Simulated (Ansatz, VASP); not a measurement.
SnH in VASP and in Ansatz

Contents of INCAR:

```
ALGO = Normal
DIPOL = 0.5 0.5 0.309
EDIFF = 1E-6
ENCUT = 520
GGA = PE
IDIPOL = 3
ISIF = 2
ISMEAR = -1
LASPH = True
LCHARG = True
LDIPOL = True
LELF = True
LREAL = False
LVACPOTAV = True
LVHAR = True
LWAVE = False
NBANDS = 23
NELM = 100
PREC = Accurate
SIGMA = 0.02
```

File KPOINTS:

```
k-points
0
Gamma
  6 6 1
```

Contents of POSCAR:

```
SnH
1.0
    4.6586374065      0.0000000000      0.0000000000
   -2.3293187033      4.0344983411      0.0000000000
    0.0000000000      0.0000000000     32.3669333360
Sn H
2 2
Direct
    0.3333333333      0.6666666667      0.3217238519
    0.6666666667      0.3333333333      0.2961907276
    0.3333333333      0.6666666667      0.3749236290
    0.6666666667      0.3333333333      0.2429909504
```

Input for Ansatz:

```yaml
crystal:
  lattice:
    - [4.6586374065, 0.0, 0.0]
    - [-2.3293187033, 4.0344983411, 0.0]
    - [0.0, 0.0, 32.366933336]
  atoms:
    - { symbol: Sn, position: [0.3333333333, 0.6666666667, 0.3217238519] }
    - { symbol: Sn, position: [0.6666666667, 0.3333333333, 0.2961907276] }
    - { symbol: H, position: [0.3333333333, 0.6666666667, 0.374923629] }
    - { symbol: H, position: [0.6666666667, 0.3333333333, 0.2429909504] }
  periodic: [true, true, false]
kpoints:
  mp_grid: { grid: [6, 6, 1] }
  band_path:
    path:
      - [0, 0, 0]
      - [0.5, 0, 0]
      - [0.3333333333333, 0.3333333333333, 0]
      - [0, 0, 0]
    npoints: 10
hamiltonian:
  xc: pbe
scf:
  occupations: { method: fermi_dirac, width: 0.02 }
  n_extra_bands: 5
output:
  forces: true
  stress: true
  eigenvalues: true
```

Alike in both runs: task single point; functional PBE; k mesh 6 × 6 × 1; occupations fermi-dirac, width 0.02 eV; no spin polarisation.

```csv
,VASP,Ansatz
version,VASP 6.6.1,Ansatz 0.2.0
potentials or method,"VASP PAW PBE potentials, release 64 (Sn_d, H)","plane waves, PAW"
plane-wave cutoff (eV),520,420
valence electrons in the cell,30,30
```

|  | VASP | Ansatz | Ansatz less VASP |
| --- | --- | --- | --- |
| rms of the force components (eV/Å) | 0.064 | 0.074 | +0.0096 |

Atom by atom the forces differ by 0.011 eV/Å (rms over components). The functional is the same, so the differences come from potentials, cutoffs and numerics.
